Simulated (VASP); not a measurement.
# Bi2Te2Se (R-3m) in VASP: further runs

Runs on Bi2Te2Se. Level: PBEsol. Tasks: single point.

Everything below comes from runs of VASP 6.6.1. Logs are shortened: lines on timing, memory, paths and dates and some standing lists are left out, and cuts for length are marked.

## Step 1: The cell of the first run

Symmetry: R-3m, No. 166, trigonal system. The conventional cell has a = 4.244 Å, b = 4.244 Å, c = 31.182 Å, α = 90.00°, β = 90.00°, γ = 120.00°. Within 3.9 Å of Bi (site symmetry 3m) lie 3 Te at 3.00 Å and 3 Se at 3.05 Å. Within 3.9 Å of Te (site symmetry 3m) lie 3 Bi at 3.00 Å. Within 4.0 Å of Se (site symmetry -3m) lie 6 Bi at 3.05 Å.

## Step 2: Single point, PBEsol

INCAR reads:

```
SYSTEM = Bi2Te2Se
  ALGO = Normal
  EDIFF = 1E-6
  ENCUT = 520
  GGA = PS
  ISIF = 2
  ISMEAR = 0
  LASPH = .TRUE.
  LCHARG = .TRUE.
  LELF = .TRUE.
  LREAL = .FALSE.
  LVHAR = .TRUE.
  LWAVE = .FALSE.
  NBANDS = 32
  NELM = 100
  PREC = Accurate
  SIGMA = 0.01
```

KPOINTS reads:

```
k-points
0
G
  6 6 6
  0 0 0
```

POSCAR reads:

```
Bi2Te2Se
1.0
    2.1218478153      1.2250493741     10.3939347118
   -2.1218478153      1.2250493741     10.3939347118
    0.0000000000     -2.4500987482     10.3939347118
Bi Te Se
2 2 1
Direct
    0.6082790000      0.6082790000      0.6082790000
    0.3917210000      0.3917210000      0.3917210000
    0.2195950000      0.2195950000      0.2195950000
    0.7804050000      0.7804050000      0.7804050000
    0.0000000000      0.0000000000      0.0000000000
```

Potentials or basis: VASP PAW PBE potentials, release 64 (Bi_d, Te, Se).

Command:

```bash
> cat potpaw_PBE.64/Bi_d/POTCAR potpaw_PBE.64/Te/POTCAR potpaw_PBE.64/Se/POTCAR > POTCAR
> mpirun -np 1 vasp_std > vasp.out
```

OUTCAR:

```text
SYSTEM = Bi2Te2Se
   EDIFF = 1E-6
   ENCUT = 520
   GGA = PS
   ISIF = 2
   ISMEAR = 0
   LASPH = .TRUE.
   LREAL = .FALSE.
   NELM = 100
   PREC = Accurate

 ion  position               nearest neighbor table
   1  0.608  0.608  0.608-   3 3.00   3 3.00   3 3.00   5 3.05   5 3.05   5 3.05
   2  0.392  0.392  0.392-   4 3.00   4 3.00   4 3.00   5 3.05   5 3.05   5 3.05
   3  0.220  0.220  0.220-   1 3.00   1 3.00   1 3.00
   4  0.780  0.780  0.780-   2 3.00   2 3.00   2 3.00
   5  0.000  0.000  0.000-   1 3.05   2 3.05   1 3.05   1 3.05   2 3.05   2 3.05

  LATTYP: Found a trigonal (rhomboedric) cell.
 ALAT       =    10.6788043766
 COS(alpha) =     0.9210388985

  Lattice vectors:

 A1 = (   2.1218478153,   1.2250493741,  10.3939347118)
 A2 = (  -2.1218478153,   1.2250493741,  10.3939347118)
 A3 = (   0.0000000000,  -2.4500987482,  10.3939347118)

Analysis of symmetry for initial positions (statically):
=====================================================================
 Subroutine PRICEL returns:
 Original cell was already a primitive cell.

 Routine SETGRP: Setting up the symmetry group for a
 trigonal (rhombohedral) supercell.

 Subroutine GETGRP returns: Found 12 space group operations
 (whereof 12 operations were pure point group operations)
 out of a pool of 12 trial point group operations.

The static configuration has the point symmetry D_3d.

Analysis of symmetry for dynamics (positions and initial velocities):
=====================================================================
 Subroutine PRICEL returns:
 Original cell was already a primitive cell.

 Routine SETGRP: Setting up the symmetry group for a
 trigonal (rhombohedral) supercell.

 Subroutine GETGRP returns: Found 12 space group operations
 (whereof 12 operations were pure point group operations)
 out of a pool of 12 trial point group operations.

The dynamic configuration has the point symmetry D_3d.

 Subroutine INISYM returns: Found 12 space group operations
 (whereof 12 operations are pure point group operations),
 and found     1 'primitive' translations

----------------------------------------------------------------------------------------

                                     Primitive cell

  volume of cell :     162.1060

  direct lattice vectors                    reciprocal lattice vectors
     2.121847815  1.225049374 10.393934712     0.235643667  0.136048938  0.032069985
    -2.121847815  1.225049374 10.393934712    -0.235643667  0.136048938  0.032069985
     0.000000000 -2.450098748 10.393934712     0.000000000 -0.272097877  0.032069985

  length of vectors
    10.678804377 10.678804377 10.678804365     0.273981268  0.273981268  0.273981274

  position of ions in fractional coordinates (direct lattice)
     0.608279000  0.608279000  0.608279000
     0.391721000  0.391721000  0.391721000
     0.219595000  0.219595000  0.219595000
     0.780405000  0.780405000  0.780405000
     0.000000000  0.000000000  0.000000000

  ion indices of the primitive-cell ions
   primitive index   ion index
                 1           1
                 2           2
                 3           3
                 4           4
                 5           5

----------------------------------------------------------------------------------------

 KPOINTS: k-points

Automatic generation of k-mesh.
 Grid dimensions read from file:
 generate k-points for:    6    6    6

 Generating k-lattice:

  Cartesian coordinates                     Fractional coordinates (reciprocal lattice)
     0.039273944  0.022674823  0.005344998     0.166666667  0.000000000  0.000000000
    -0.039273944  0.022674823  0.005344998     0.000000000  0.166666667  0.000000000
     0.000000000 -0.045349646  0.005344998     0.000000000  0.000000000  0.166666667

  Length of vectors
     0.045663545  0.045663545  0.045663546

  Shift w.r.t. Gamma in fractional coordinates (k-lattice)
     0.000000000  0.000000000  0.000000000

 Subroutine IBZKPT returns following result:
 ===========================================

 Found     32 irreducible k-points:

 Following reciprocal coordinates:
            Coordinates               Weight
  0.000000  0.000000  0.000000      1.000000
  0.166667 -0.000000  0.000000      6.000000
  0.333333  0.000000  0.000000      6.000000
  0.500000  0.000000  0.000000      3.000000
  0.166667  0.166667  0.000000      6.000000
  0.333333  0.166667  0.000000     12.000000
[... 16 lines left out ...]
  0.500000  0.500000  0.166667      6.000000
 -0.333333  0.500000  0.166667     12.000000
 [... further k-points ...]
   k-points           NKPTS =     32   k-points in BZ     NKDIM =     32   number of bands    NBANDS=     32
   number of dos      NEDOS =    301   number of ions     NIONS =      5
   total plane-waves  NPLWV = 512000
   dimension x,y,z NGX =    80 NGY =   80 NGZ =   80
   dimension x,y,z NGXF=   160 NGYF=  160 NGZF=  160
   ions per type =               2   2   1
   NGX,Y,Z   is equivalent  to a cutoff of  12.45, 12.45, 12.45 a.u.
   NGXF,Y,Z  is equivalent  to a cutoff of  24.91, 24.91, 24.91 a.u.
 SYSTEM =  Bi2Te2Se
   PREC   = accura    normal or accurate (medium, high low for compatibility)
   ISTART =      0    job   : 0-new  1-cont  2-samecut
   ICHARG =      2    charge: 1-file 2-atom 10-const
   ISPIN  =      1    spin polarized calculation?
   LNONCOLLINEAR =      F non collinear calculations
   LSORBIT =      F    spin-orbit coupling
   LASPH  =      T    aspherical Exc in radial PAW
   ENCUT  =  520.0 eV  38.22 Ry    6.18 a.u.  19.86 19.86 19.86*2*pi/ulx,y,z
   NELM   =    100;   NELMIN=  2; NELMDL= -5     # of ELM steps
   EDIFF  = 0.1E-05   stopping-criterion for ELM
   LREAL  =      F    real-space projection
   EDIFFG = 0.1E-04   stopping-criterion for IOM
   NSW    =      0    number of steps for IOM
   IBRION =     -1    ionic relax: 0-MD 1-quasi-New 2-CG
   NFREE  =      0    steps in history (QN), initial steepest desc. (CG)
   ISIF   =      2    stress and relaxation
   ISYM   =      2    0-nonsym 1-usesym 2-fastsym
   POTIM  = 0.5000    time-step for ionic-motion
   TEBEG  =    0.0;   TEEND  =   0.0 temperature during run
   PSTRESS=    0.0 pullay stress
   NELECT =      48.0000    total number of electrons
   NUPDOWN=      -1.0000    fix difference up-down
   EMIN   =  10.00;   EMAX   =-10.00  energy-range for DOS
   EFERMI =   0.00;   METHOD = LEGACY
   ISMEAR =     0;   SIGMA  =   0.01  broadening in eV -4-tet -1-fermi 0-gaus
   EFERMI_NEDOS =   21; number of points for ismear=-14 and -15
   IALGO  =     38    algorithm
   IMIX   =      4    mixing-type and parameters
     AMIX     =   0.40;   BMIX     =  1.00
     AMIX_MAG =   1.60;   BMIX_MAG =  1.00
  volume/ion in A,a.u.               =      32.42       218.79
  Fermi-wavevector in a.u.,A,eV,Ry     =   1.091161  2.061996 16.199540  1.190633
  Thomas-Fermi vector in A             =   2.227401
   LORBIT       =      0    0 simple, 1 ext, 2 COOP (PROOUT), +10 PAW based schemes
   GGA     = PS    functional components
   LHFCALC =     F    Hartree Fock is set to
   AEXX    =    0.0000 exact exchange contribution
   IVDW    =     0    specifies the selected vdW correction
   LEPSILON=     F    determine dielectric tensor
   LRPA    =     F    only Hartree local field effects (RPA)
 non-spin polarized calculation
 Gauss-broadening in eV      SIGMA  =   0.01
  energy-cutoff  :      520.00
  volume of cell :      162.11
 maximum number of plane-waves:      4390
   NGX = 39   NGY = 39   NGZ = 39

 number of electron      47.9999995 magnetization

 Free energy of the ion-electron system (eV)
  ---------------------------------------------------
  ext. energy  EPLUGINS =         0.00000000
  ---------------------------------------------------
  free energy    TOTEN  =       -20.90341495 eV

  energy without entropy =      -20.90341495  energy(sigma->0) =      -20.90341495

 E-fermi :   5.3713     XC(G=0):  -9.4301

 val. band max:        5.3269116957   @ k =   0.0000   0.0000   0.0000
 cond. band min:       5.6887581549   @ k =   0.0000   0.0000   0.0000
 fundamental gap:      0.3618464592
 Fermi energy:         5.3713269735

 k-point     1 :       0.0000    0.0000    0.0000
  band No.  band energies     occupation
      1     -17.5093      2.00000
      2     -17.5093      2.00000
      3     -17.5060      2.00000
      4     -17.5060      2.00000
      5     -17.4940      2.00000
      6     -17.4920      2.00000
[... 24 lines left out ...]
     31      11.0060      0.00000
     32      11.7345      0.00000

 k-point     2 :       0.1667   -0.0000    0.0000
  band No.  band energies     occupation
      1     -17.5131      2.00000
      2     -17.5088      2.00000
      3     -17.5052      2.00000
      4     -17.5021      2.00000
      5     -17.4939      2.00000
      6     -17.4912      2.00000
[... 24 lines left out ...]
     31      10.1985      0.00000
     32      11.0303      0.00000

 k-point     3 :       0.3333    0.0000    0.0000
  band No.  band energies     occupation
      1     -17.5223      2.00000
      2     -17.5156      2.00000
      3     -17.5011      2.00000
      4     -17.4982      2.00000
      5     -17.4965      2.00000
      6     -17.4924      2.00000
[... 24 lines left out ...]
     31       9.7051      0.00000
     32      11.2892      0.00000

 k-point     4 :       0.5000    0.0000    0.0000
  band No.  band energies     occupation
      1     -17.5274      2.00000
      2     -17.5193      2.00000
      3     -17.5011      2.00000
      4     -17.5001      2.00000
      5     -17.4947      2.00000
      6     -17.4942      2.00000
[... 654 lines left out ...]
     31       9.6792      0.00000
     32      11.5623      0.00000

 k-point    23 :       0.5000    0.5000    0.1667
  band No.  band energies     occupation
      1     -17.5223      2.00000
      2     -17.5156      2.00000
      3     -17.5011      2.00000
      4     -17.4982      2.00000
      5     -17.4965      2.00000
      6     -17.4924      2.00000
[... 24 lines left out ...]
     31       9.5863      0.00000
     32      10.9864      0.00000

 k-point    24 :      -0.3333    0.5000    0.1667
  band No.  band energies     occupation
      1     -17.5218      2.00000
      2     -17.5155      2.00000
      3     -17.5046      2.00000
      4     -17.4981      2.00000
      5     -17.4963      2.00000
      6     -17.4916      2.00000
[... 24 lines left out ...]
     31      10.1289      0.00000
     32      11.1456      0.00000

 [... further k-points ...]

------------------------ aborting loop because EDIFF is reached ----------------------------------------

  FORCE on cell =-STRESS in cart. coord.  units (eV):
  Direction    XX          YY          ZZ          XY          YZ          ZX
  --------------------------------------------------------------------------------------
  -------------------------------------------------------------------------------------
  Total        1.4589771      1.4589770      1.3937120      0.0000000      0.0000000      0.0000000
  in kB       14.4198255     14.4198247     13.7747761      0.0000000      0.0000000      0.0000000
  external PRESSURE =      14.2048088 kB  Pullay stress =       0.0000000 kB

 VOLUME and BASIS-vectors are now :
 -----------------------------------------------------------------------------
  energy-cutoff  :      520.00
  volume of cell :      162.11
      direct lattice vectors                 reciprocal lattice vectors
     2.121847815  1.225049374 10.393934712     0.235643667  0.136048938  0.032069985
    -2.121847815  1.225049374 10.393934712    -0.235643667  0.136048938  0.032069985
     0.000000000 -2.450098748 10.393934712     0.000000000 -0.272097877  0.032069985

 POSITION                                       TOTAL-FORCE (eV/Angst)
 -----------------------------------------------------------------------------------
      0.00000      0.00000     18.96724         0.000000      0.000000      0.260405
      0.00000      0.00000     12.21457         0.000000      0.000000     -0.260405
      0.00000      0.00000      6.84737         0.000000     -0.000000     -0.467622
      0.00000      0.00000     24.33444         0.000000      0.000000      0.467622
      0.00000      0.00000      0.00000         0.000000      0.000000      0.000000
 -----------------------------------------------------------------------------------
    total drift:                                0.000000      0.000000      0.000000

  FREE ENERGIE OF THE ION-ELECTRON SYSTEM (eV)
  ---------------------------------------------------
  free  energy   TOTEN  =       -20.9034149462 eV

  energy  without entropy=      -20.9034149462  energy(sigma->0) =      -20.90341495
```

Wall time 12 min (1 thread of Intel Xeon Platinum 8259CL at 2.50GHz (Skylake/Cascade Lake), shared host); peak memory 1 GiB.

What came out:

- Free energy: -20.9034 eV
- Pressure: 1.4 GPa
- Largest force: 0.468 eV/Å
- Band gap on the k mesh: 0.36 eV

Forces in eV/Å, atoms in the order of the input:
```
Bi   0.000  0.000  0.260
Bi   0.000  0.000 -0.260
Te   0.000  0.000 -0.468
Te   0.000  0.000  0.468
Se   0.000  0.000  0.000
```

Caveat: the PAW data sets were made with another functional, which shifts forces and pressure a little; spin-orbit coupling is left out, which moves the levels of the heavy elements. A k mesh can miss the band edges.

## Step 3: Single point, PBEsol

This run uses another cell than the first one, of 33.33 Å³/atom.

INCAR reads:

```
PREC = Accurate
ENCUT = 520
EDIFF = 1E-6
ISMEAR = 0
SIGMA = 0.01
LREAL = False
LASPH = True
NELM = 80
ALGO = Normal
ISIF = 2
LWAVE = False
LCHARG = False
GGA = PS
NBANDS = 32
```

KPOINTS reads:

```
Automatic mesh
0
Gamma
  6 6 6
```

POSCAR, as its differences from that of step 2:

```diff
@@ -2,5 +2,5 @@
 1.0
-    2.1218478153      1.2250493741     10.3939347118
-   -2.1218478153      1.2250493741     10.3939347118
-    0.0000000000     -2.4500987482     10.3939347118
+    2.1415870680      1.2364458367     10.4906280291
+   -2.1415870680      1.2364458367     10.4906280291
+    0.0000000000     -2.4728916733     10.4906280291
 Bi Te Se
```

Potentials or basis: VASP PAW PBE potentials, release 64 (Bi_d, Te, Se).

Command:

```bash
> cat potpaw_PBE.64/Bi_d/POTCAR potpaw_PBE.64/Te/POTCAR potpaw_PBE.64/Se/POTCAR > POTCAR
> mpirun -np 1 vasp_std > vasp.out
```

It took 11 min on 1 thread of Intel Xeon Platinum 8259CL at 2.50GHz (Skylake/Cascade Lake), shared host; peak memory 1 GiB.

It converged, with:

* Free energy: -20.9224 eV
* Pressure: -0.1 GPa
* Largest force: 0.217 eV/Å
* Band gap on the k mesh: 0.38 eV

Forces in eV/Å, atoms in the order of the input:
```
Bi   0.000  0.000  0.161
Bi   0.000  0.000 -0.161
Te   0.000  0.000 -0.217
Te   0.000  0.000  0.217
Se   0.000  0.000  0.000
```

Levels at points of the mesh, in eV from the valence-band top:
```tsv
k point	band 22	band 23	band 24	band 25	band 26	band 27
(0.00, 0.00, 0.00)	-0.66	-0.66	0.00	0.38	1.36	1.36
(0.50, 0.00, 0.00)	-1.70	-0.88	-0.57	1.03	1.99	2.90
(0.50, 0.50, 0.00)	-1.43	-1.12	-0.98	1.58	1.71	2.44
(0.50, 0.50, 0.50)	-0.77	-0.77	-0.54	0.78	1.52	1.52
```

Caveat: the PAW data sets were made with another functional, which shifts forces and pressure a little; spin-orbit coupling is left out, which moves the levels of the heavy elements. A k mesh can miss the band edges.

## Step 4: Single point, PBEsol

This run uses another cell than the first one, of 34.25 Å³/atom.

INCAR reads:

```
ALGO = Normal ; EDIFF = 1E-6
ENCUT = 520 ; GGA = PS
ISIF = 2 ; ISMEAR = 0
LASPH = T ; LCHARG = F
LREAL = F ; LWAVE = F
NBANDS = 32 ; NELM = 100
PREC = Accurate ; SIGMA = 0.01
```

KPOINTS reads:

```
k-points
0
Gamma
  6 6 6
```

POSCAR, as its differences from that of step 3:

```diff
@@ -2,5 +2,5 @@
 1.0
-    2.1415870680      1.2364458367     10.4906280291
-   -2.1415870680      1.2364458367     10.4906280291
-    0.0000000000     -2.4728916733     10.4906280291
+    2.1609690000      1.2476360000     10.5855710000
+   -2.1609690000      1.2476360000     10.5855710000
+    0.0000000000     -2.4952720000     10.5855710000
 Bi Te Se
```

Command:

```bash
> cat potpaw_PBE.64/Bi_d/POTCAR potpaw_PBE.64/Te/POTCAR potpaw_PBE.64/Se/POTCAR > POTCAR
> mpirun -np 1 vasp_std > vasp.out
```

Wall time 16 min (1 thread of Intel Xeon Platinum 8259CL at 2.50GHz (Skylake/Cascade Lake), shared host); peak memory 1.2 GiB.

The run converged. Its results:

- Free energy: -20.9003 eV
- Pressure: -1.5 GPa
- Largest force: 0.071 eV/Å
- Band gap on the k mesh: 0.40 eV

Forces in eV/Å, atoms in the order of the input:
```
Bi   0.000  0.000  0.071
Bi   0.000  0.000 -0.071
Te   0.000  0.000  0.008
Te   0.000  0.000 -0.008
Se   0.000  0.000  0.000
```

Levels at points of the mesh, in eV from the valence-band top:
```
           k point  band 22  band 23  band 24  band 25  band 26  band 27
(0.00, 0.00, 0.00)    -0.60    -0.60     0.00     0.40     1.38     1.38
(0.50, 0.00, 0.00)    -1.60    -0.81    -0.53     1.06     2.00     2.87
(0.50, 0.50, 0.00)    -1.36    -1.04    -0.93     1.60     1.74     2.42
(0.50, 0.50, 0.50)    -0.71    -0.71    -0.52     0.79     1.54     1.54
```

Caveat: the PAW data sets were made with another functional, which shifts forces and pressure a little; spin-orbit coupling is left out, which moves the levels of the heavy elements. A k mesh can miss the band edges.

## Step 5: Single point, PBEsol

This run uses another cell than the first one, of 35.16 Å³/atom.

INCAR reads:

```
SYSTEM = Bi2Te2Se
PREC = Accurate ; ENCUT = 520
EDIFF = 1E-6 ; ISMEAR = 0
SIGMA = 0.01 ; LREAL = .False.
LASPH = .True. ; NELM = 80
ALGO = Normal ; ISIF = 2
LWAVE = .False. ; LCHARG = .False.
GGA = PS ; NBANDS = 32
```

KPOINTS reads:

```
regular mesh
0
Gamma
  6 6 6
  0 0 0
```

POSCAR, as its differences from that of step 4:

```diff
@@ -2,5 +2,5 @@
 1.0
-    2.1609690000      1.2476360000     10.5855710000
-   -2.1609690000      1.2476360000     10.5855710000
-    0.0000000000     -2.4952720000     10.5855710000
+    2.1800093555      1.2586289541     10.6788407486
+   -2.1800093555      1.2586289541     10.6788407486
+    0.0000000000     -2.5172579082     10.6788407486
 Bi Te Se
```

Command:

```bash
> cat potpaw_PBE.64/Bi_d/POTCAR potpaw_PBE.64/Te/POTCAR potpaw_PBE.64/Se/POTCAR > POTCAR
> mpirun -np 1 vasp_std > vasp.out
```

Run time: 17 min. Hardware: 1 thread of Intel Xeon Platinum 8259CL at 2.50GHz (Skylake/Cascade Lake), shared host; peak memory 1.2 GiB.

Results (log left out):

* Free energy: -20.8429 eV
* Pressure: -2.6 GPa
* Largest force: 0.214 eV/Å
* Band gap on the k mesh: 0.41 eV

Forces on the atoms (eV/Å):
```
Bi   0.000  0.000 -0.012
Bi   0.000  0.000  0.012
Te   0.000  0.000  0.214
Te   0.000  0.000 -0.214
Se   0.000  0.000  0.000
```

Levels at points of the mesh, in eV from the valence-band top:
| k point | band 21 | band 22 | band 23 | band 24 | band 25 | band 26 | band 27 | band 28 |
| --- | --- | --- | --- | --- | --- | --- | --- | --- |
| (0.00, 0.00, 0.00) | -0.95 | -0.55 | -0.55 | 0.00 | 0.41 | 1.40 | 1.40 | 2.17 |
| (0.50, 0.00, 0.00) | -2.06 | -1.52 | -0.75 | -0.50 | 1.08 | 2.00 | 2.83 | 3.09 |
| (0.50, 0.50, 0.00) | -1.71 | -1.28 | -0.96 | -0.87 | 1.61 | 1.76 | 2.39 | 2.94 |
| (0.50, 0.50, 0.50) | -0.87 | -0.66 | -0.66 | -0.50 | 0.81 | 1.55 | 1.55 | 2.06 |

Caveat: the PAW data sets were made with another functional, which shifts forces and pressure a little; spin-orbit coupling is left out, which moves the levels of the heavy elements. A k mesh can miss the band edges.

## Step 6: The runs side by side

```csv
cell,gap on the mesh (eV),pressure (GPa),largest force (eV/Å)
"a = 10.679 Å, angles 22.9°, 5 atoms",0.36,1.4,0.47
"a = 10.778 Å, angles 22.9°, 5 atoms",0.38,-0.1,0.22
"a = 10.876 Å, angles 22.9°, 5 atoms",0.40,-1.5,0.07
"a = 10.972 Å, angles 22.9°, 5 atoms",0.41,-2.6,0.21
```

Alike in all rows: task single point; level PBEsol; potentials or basis VASP PAW PBE potentials, release 64 (Bi_d, Te, Se); no spin polarisation; k mesh 6 × 6 × 6; cutoff (eV) 520; smearing gaussian 0.01 eV.

Caveats: the PAW data sets were made with another functional, which shifts forces and pressure a little; spin-orbit coupling is left out, which moves the levels of the heavy elements.

Total energies depend on the potentials used, so only differences within one code and one set of settings carry meaning.
